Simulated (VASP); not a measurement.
# GaN (P6_3mc) in VASP: notebook

GaN is run at these levels: LDA; tasks: relaxation of the atoms.

Everything below comes from runs of VASP 6.6.1. Logs are shortened: lines on timing, memory, paths and dates and some standing lists are left out, and cuts for length are marked.

### 1 The cell of the first run

It takes space group P6_3mc (No. 186, hexagonal). The conventional cell has a = 3.136 Å, b = 3.136 Å, c = 5.138 Å, α = 90.00°, β = 90.00°, γ = 120.00°. Within 2.5 Å of Ga (site symmetry 3m) lie 4 N at 1.92 to 1.93 Å. Within 2.5 Å of N (site symmetry 3m) lie 4 Ga at 1.92 to 1.93 Å.

### 2 Relaxation of the atoms, LDA

The input, INCAR:

```
SYSTEM = GaN
ALGO = Normal ; EDIFF = 1E-7
EDIFFG = -5E-4 ; ENCUT = 520
GGA = CA ; IBRION = 2
ISIF = 2 ; ISMEAR = 0
LASPH = .TRUE. ; LCHARG = .FALSE.
LREAL = .FALSE. ; LWAVE = .FALSE.
NELM = 80 ; NSW = 80
PREC = Accurate ; SIGMA = 0.01
```

The input, KPOINTS:

```
k-points
0
G
  8 8 5
  0 0 0
```

The input, POSCAR:

```
GaN
1.0
    3.1360368050      0.0000000000      0.0000000000
   -1.5680184025      2.7158875404      0.0000000000
    0.0000000000      0.0000000000      5.1382821540
Ga N
2 2
Direct
    0.3333333333      0.6666666667     -0.0007061012
    0.6666666667      0.3333333333      0.4992938988
    0.3333333333      0.6666666667      0.3757061012
    0.6666666667      0.3333333333      0.8757061012
```

Potentials or basis: VASP PAW LDA potentials, release 64 (Ga_d, N).

Started as:

```bash
$ cat potpaw_LDA.64/Ga_d/POTCAR potpaw_LDA.64/N/POTCAR > POTCAR
$ mpirun -np 1 vasp_std > vasp.out
```

OUTCAR:

```text
SYSTEM = GaN
   EDIFF = 1E-7
   EDIFFG = -5E-4
   ENCUT = 520
   GGA = CA
   IBRION = 2
   ISIF = 2
   ISMEAR = 0
   LASPH = .TRUE.
   LREAL = .FALSE.
   NELM = 80
   NSW = 80
   PREC = Accurate

 ion  position               nearest neighbor table
   1  0.333  0.667  0.999-   4 1.92   4 1.92   4 1.92   3 1.93
   2  0.667  0.333  0.499-   3 1.92   3 1.92   3 1.92   4 1.93
   3  0.333  0.667  0.376-   2 1.92   2 1.92   2 1.92   1 1.93
   4  0.667  0.333  0.876-   1 1.92   1 1.92   1 1.92   2 1.93

  LATTYP: Found a hexagonal cell.
 ALAT       =     3.1360368050
 C/A-ratio  =     1.6384636002

  Lattice vectors:

 A1 = (   3.1360368050,   0.0000000000,   0.0000000000)
 A2 = (  -1.5680184025,   2.7158875404,   0.0000000000)
 A3 = (   0.0000000000,   0.0000000000,   5.1382821540)

Analysis of symmetry for initial positions (statically):
=====================================================================
 Subroutine PRICEL returns:
 Original cell was already a primitive cell.

 Routine SETGRP: Setting up the symmetry group for a
 hexagonal supercell.

 Subroutine GETGRP returns: Found 12 space group operations
 (whereof  6 operations were pure point group operations)
 out of a pool of 24 trial point group operations.

The static configuration has the point symmetry C_3v.
 The point group associated with its full space group is C_6v.

Analysis of symmetry for dynamics (positions and initial velocities):
=====================================================================
 Subroutine PRICEL returns:
 Original cell was already a primitive cell.

 Routine SETGRP: Setting up the symmetry group for a
 hexagonal supercell.

 Subroutine GETGRP returns: Found 12 space group operations
 (whereof  6 operations were pure point group operations)
 out of a pool of 24 trial point group operations.

The dynamic configuration has the point symmetry C_3v.
 The point group associated with its full space group is C_6v.

 Subroutine INISYM returns: Found 12 space group operations
 (whereof  6 operations are pure point group operations),
 and found     1 'primitive' translations

----------------------------------------------------------------------------------------

                                     Primitive cell

  volume of cell :      43.7634

  direct lattice vectors                    reciprocal lattice vectors
     3.136036805  0.000000000  0.000000000     0.318873809  0.184101879  0.000000000
    -1.568018402  2.715887540  0.000000000     0.000000000  0.368203758  0.000000000
     0.000000000  0.000000000  5.138282154     0.000000000  0.000000000  0.194617573

  length of vectors
     3.136036805  3.136036805  5.138282154     0.368203758  0.368203758  0.194617573

  position of ions in fractional coordinates (direct lattice)
     0.333333333  0.666666667  0.999293899
     0.666666667  0.333333333  0.499293899
     0.333333333  0.666666667  0.375706101
     0.666666667  0.333333333  0.875706101

  ion indices of the primitive-cell ions
   primitive index   ion index
                 1           1
                 2           2
                 3           3
                 4           4

----------------------------------------------------------------------------------------

 KPOINTS: k-points

Automatic generation of k-mesh.
 Grid dimensions read from file:
 generate k-points for:    8    8    5

 Generating k-lattice:

  Cartesian coordinates                     Fractional coordinates (reciprocal lattice)
     0.039859226  0.023012735  0.000000000     0.125000000 -0.000000000  0.000000000
     0.000000000  0.046025470  0.000000000     0.000000000  0.125000000  0.000000000
     0.000000000  0.000000000  0.038923515     0.000000000  0.000000000  0.200000000

  Length of vectors
     0.046025470  0.046025470  0.038923515

  Shift w.r.t. Gamma in fractional coordinates (k-lattice)
     0.000000000  0.000000000  0.000000000

 Subroutine IBZKPT returns following result:
 ===========================================

 Found     30 irreducible k-points:

 Following reciprocal coordinates:
            Coordinates               Weight
  0.000000  0.000000  0.000000      1.000000
  0.125000  0.000000  0.000000      6.000000
  0.250000  0.000000  0.000000      6.000000
  0.375000  0.000000  0.000000      6.000000
  0.500000  0.000000  0.000000      3.000000
  0.125000  0.125000  0.000000      6.000000
[... 16 lines left out ...]
  0.250000  0.000000  0.400000     12.000000
  0.375000  0.000000  0.400000     12.000000
 [... further k-points ...]
   k-points           NKPTS =     30   k-points in BZ     NKDIM =     30   number of bands    NBANDS=     22
   number of dos      NEDOS =    301   number of ions     NIONS =      4
   total plane-waves  NPLWV =  23040
   dimension x,y,z NGX =    24 NGY =   24 NGZ =   40
   dimension x,y,z NGXF=    48 NGYF=   48 NGZF=   80
   ions per type =               2   2
   NGX,Y,Z   is equivalent  to a cutoff of  12.72, 12.72, 12.94 a.u.
   NGXF,Y,Z  is equivalent  to a cutoff of  25.45, 25.45, 25.88 a.u.
 SYSTEM =  GaN
   PREC   = accura    normal or accurate (medium, high low for compatibility)
   ISTART =      0    job   : 0-new  1-cont  2-samecut
   ICHARG =      2    charge: 1-file 2-atom 10-const
   ISPIN  =      1    spin polarized calculation?
   LNONCOLLINEAR =      F non collinear calculations
   LSORBIT =      F    spin-orbit coupling
   LASPH  =      T    aspherical Exc in radial PAW
   ENCUT  =  520.0 eV  38.22 Ry    6.18 a.u.   5.83  5.83  9.55*2*pi/ulx,y,z
   NELM   =     80;   NELMIN=  2; NELMDL= -5     # of ELM steps
   EDIFF  = 0.1E-06   stopping-criterion for ELM
   LREAL  =      F    real-space projection
   EDIFFG = -.5E-03   stopping-criterion for IOM
   NSW    =     80    number of steps for IOM
   IBRION =      2    ionic relax: 0-MD 1-quasi-New 2-CG
   NFREE  =      1    steps in history (QN), initial steepest desc. (CG)
   ISIF   =      2    stress and relaxation
   ISYM   =      2    0-nonsym 1-usesym 2-fastsym
   POTIM  = 0.5000    time-step for ionic-motion
   TEBEG  =    0.0;   TEEND  =   0.0 temperature during run
   PSTRESS=    0.0 pullay stress
   NELECT =      36.0000    total number of electrons
   NUPDOWN=      -1.0000    fix difference up-down
   EMIN   =  10.00;   EMAX   =-10.00  energy-range for DOS
   EFERMI =   0.00;   METHOD = LEGACY
   ISMEAR =     0;   SIGMA  =   0.01  broadening in eV -4-tet -1-fermi 0-gaus
   EFERMI_NEDOS =   21; number of points for ismear=-14 and -15
   IALGO  =     38    algorithm
   IMIX   =      4    mixing-type and parameters
     AMIX     =   0.40;   BMIX     =  1.00
     AMIX_MAG =   1.60;   BMIX_MAG =  1.00
  volume/ion in A,a.u.               =      10.94        73.83
  Fermi-wavevector in a.u.,A,eV,Ry     =   1.533929  2.898706 32.013684  2.352939
  Thomas-Fermi vector in A             =   2.640928
   LORBIT       =      0    0 simple, 1 ext, 2 COOP (PROOUT), +10 PAW based schemes
   GGA     = CA    functional components
   LHFCALC =     F    Hartree Fock is set to
   AEXX    =    0.0000 exact exchange contribution
   IVDW    =     0    specifies the selected vdW correction
   LEPSILON=     F    determine dielectric tensor
   LRPA    =     F    only Hartree local field effects (RPA)
 conjugate gradient relaxation of ions
 non-spin polarized calculation
 Gauss-broadening in eV      SIGMA  =   0.01
  energy-cutoff  :      520.00
  volume of cell :       43.76
 maximum number of plane-waves:      1200
 NGX is ok and might be reduce to    24
   NGX = 11   NGY = 11   NGZ = 19

--------------------------------------- Ionic step        1  -------------------------------------------

 number of electron      36.0000033 magnetization

 Free energy of the ion-electron system (eV)
  ---------------------------------------------------
  ext. energy  EPLUGINS =         0.00000000
  ---------------------------------------------------
  free energy    TOTEN  =       -27.90218424 eV

  energy without entropy =      -27.90218424  energy(sigma->0) =      -27.90218424

------------------------ aborting loop because EDIFF is reached ----------------------------------------

  FORCE on cell =-STRESS in cart. coord.  units (eV):
  Direction    XX          YY          ZZ          XY          YZ          ZX
  --------------------------------------------------------------------------------------
  -------------------------------------------------------------------------------------
  Total        1.0846937      1.0846937      0.4910277      0.0000000      0.0000000      0.0000000
  in kB       39.7106323     39.7106323     17.9765227      0.0000000      0.0000000      0.0000000
  external PRESSURE =      32.4659291 kB  Pullay stress =       0.0000000 kB
[... 61 lines left out ...]
  energy  without entropy=      -27.9024733345  energy(sigma->0) =      -27.90247333

--------------------------------------- Ionic step        3  -------------------------------------------

 number of electron      36.0000033 magnetization

 Free energy of the ion-electron system (eV)
  ---------------------------------------------------
  ext. energy  EPLUGINS =         0.00000000
  ---------------------------------------------------
  free energy    TOTEN  =       -27.90249169 eV

  energy without entropy =      -27.90249169  energy(sigma->0) =      -27.90249169

 E-fermi :   5.6419     XC(G=0): -12.3535

 val. band max:        5.5679974064   @ k =   0.0000   0.0000   0.0000
 cond. band min:       7.7602551243   @ k =   0.0000   0.0000   0.0000
 fundamental gap:      2.1922577179
 Fermi energy:         5.6419398661

 k-point     1 :       0.0000    0.0000    0.0000
  band No.  band energies     occupation
      1     -10.6770      2.00000
      2      -9.6624      2.00000
      3      -8.0457      2.00000
      4      -8.0258      2.00000
      5      -8.0258      2.00000
      6      -7.9573      2.00000
[... 574 lines left out ...]
      6      -7.8188      2.00000
[... 14 lines left out ...]
     21      13.2200      0.00000
     22      13.7383      0.00000

 [... further k-points ...]

------------------------ aborting loop because EDIFF is reached ----------------------------------------

  FORCE on cell =-STRESS in cart. coord.  units (eV):
  Direction    XX          YY          ZZ          XY          YZ          ZX
  --------------------------------------------------------------------------------------
  -------------------------------------------------------------------------------------
  Total        1.0240792      1.0240792      0.5997724      0.0000000      0.0000000     -0.0000000
  in kB       37.4915375     37.4915375     21.9576653      0.0000000      0.0000000     -0.0000000
  external PRESSURE =      32.3135801 kB  Pullay stress =       0.0000000 kB
[... 19 lines left out ...]
  FREE ENERGIE OF THE ION-ELECTRON SYSTEM (eV)
  ---------------------------------------------------
  free  energy   TOTEN  =       -27.9024916901 eV

  energy  without entropy=      -27.9024916901  energy(sigma->0) =      -27.90249169

 reached required accuracy - stopping structural energy minimisation
```

Wall time 20 s (1 thread of Intel Xeon 6975P-C (Granite Rapids), shared host); peak memory 0.15 GiB.

What came out:

```yaml
Free_energy: -27.9025 eV
Energy_gained_by_relaxing: 0.1 meV/atom
Ionic_steps: 3
Pressure_after_relaxing: 3.2 GPa
Band_gap_on_the_k_mesh: 2.19 eV
```

Stress tensor (GPa, compression positive):
```
3.75 0.00 0.00
0.00 3.75 0.00
0.00 0.00 2.20
```

The path:
```
step  energy change (eV)  largest force (eV/Å)  pressure (GPa)
   1              0.0000                0.0628            3.25
   2             -0.0003                0.0157            3.23
   3             -0.0003                0.0001            3.23
```

Final structure:
```xyz
4
Lattice="3.1360 0.0000 0.0000 -1.5680 2.7159 0.0000 0.0000 0.0000 5.1383" Properties=species:S:1:pos:R:3 pbc="T T T"
Ga    0.0000    1.8106    5.1371
Ga    1.5680    0.9053    2.5679
N     0.0000    1.8106    1.9280
N     1.5680    0.9053    4.4972
```

Levels at points of the mesh, in eV from the valence-band top:
```
           k point  band 15  band 16  band 17  band 18  band 19  band 20  band 21  band 22
(0.00, 0.00, 0.00)    -1.08    -0.09     0.00     0.00     2.19     4.50     9.22     9.99
(0.50, 0.00, 0.00)    -4.47    -2.91    -2.40    -1.07     5.06     5.69     5.99     8.78
```

### 3 Relaxation of the atoms, LDA

This run uses another cell than the first one, of 11.00 Å³/atom.

The input, INCAR:

```
ALGO     = Normal         # electronic algorithm
EDIFF    = 1E-6           # SCF threshold, eV
EDIFFG   = -5E-4          # ionic threshold
ENCUT    = 520            # plane-wave cutoff, eV
GGA      = CA             # functional
IBRION   = 2              # ionic algorithm
ISIF     = 2              # what is computed and relaxed
ISMEAR   = 0              # smearing method
LASPH    = T              # aspherical terms in the spheres
LCHARG   = F              # write CHGCAR
LREAL    = F              # projectors in reciprocal space
LWAVE    = F              # write WAVECAR
NELM     = 80             # most SCF steps
NSW      = 80             # ionic steps
PREC     = Accurate       # precision mode
SIGMA    = 0.01           # smearing width, eV
```

The input, KPOINTS:

```
k-points
0
Gamma
  8 8 5
```

The input, POSCAR:

```
GaN
1.0
    3.1517957840      0.0000000000      0.0000000000
   -1.5758978920      2.7295352164      0.0000000000
    0.0000000000      0.0000000000      5.1125907433
Ga N
2 2
Direct
    0.3333333333      0.6666666667     -0.0007061012
    0.6666666667      0.3333333333      0.4992938988
    0.3333333333      0.6666666667      0.3757061012
    0.6666666667      0.3333333333      0.8757061012
```

Potentials or basis: VASP PAW LDA potentials, release 64 (Ga_d, N).

Started as:

```bash
$ cat potpaw_LDA.64/Ga_d/POTCAR potpaw_LDA.64/N/POTCAR > POTCAR
$ mpirun -np 1 vasp_std > vasp.out
```

Run time: 19 s. Hardware: 1 thread of Intel Xeon 6975P-C (Granite Rapids), shared host; peak memory 0.15 GiB.

It converged, with:

- Free energy: -27.9063 eV
- Energy gained by relaxing: 0.1 meV/atom
- Ionic steps: 3
- Pressure after relaxing: 2.2 GPa
- Band gap on the k mesh: 2.20 eV

Stress tensor (GPa, compression positive):
```
1.66 0.00 0.00
0.00 1.66 0.00
0.00 0.00 3.18
```

The path:
```
step  energy change (eV)  largest force (eV/Å)  pressure (GPa)
   1              0.0000                0.0568            2.17
   2             -0.0002                0.0148            2.18
   3             -0.0002                0.0001            2.17
```

Final structure:
```cif
data_structure
_symmetry_space_group_name_H-M 'P 1'
_symmetry_Int_Tables_number 1
_cell_length_a 3.1518
_cell_length_b 3.1518
_cell_length_c 5.1126
_cell_angle_alpha 90.000
_cell_angle_beta 90.000
_cell_angle_gamma 120.000
_cell_volume 43.98
loop_
_atom_site_label
_atom_site_type_symbol
_atom_site_fract_x
_atom_site_fract_y
_atom_site_fract_z
_atom_site_occupancy
Ga1 Ga 0.33333 0.66667 0.99887 1
Ga2 Ga 0.66667 0.33333 0.49887 1
N1 N 0.33333 0.66667 0.37613 1
N2 N 0.66667 0.33333 0.87613 1
```

Levels at points of the mesh, in eV from the valence-band top:
| k point | band 14 | band 15 | band 16 | band 17 | band 18 | band 19 | band 20 | band 21 | band 22 |
| --- | --- | --- | --- | --- | --- | --- | --- | --- | --- |
| (0.00, 0.00, 0.00) | -1.11 | -1.11 | -0.02 | 0.00 | 0.00 | 2.20 | 4.37 | 9.30 | 9.89 |
| (0.50, 0.00, 0.00) | -5.46 | -4.42 | -2.92 | -2.34 | -1.05 | 4.99 | 5.71 | 6.06 | 8.78 |

As with any semilocal functional, this LDA gap is likely too small.
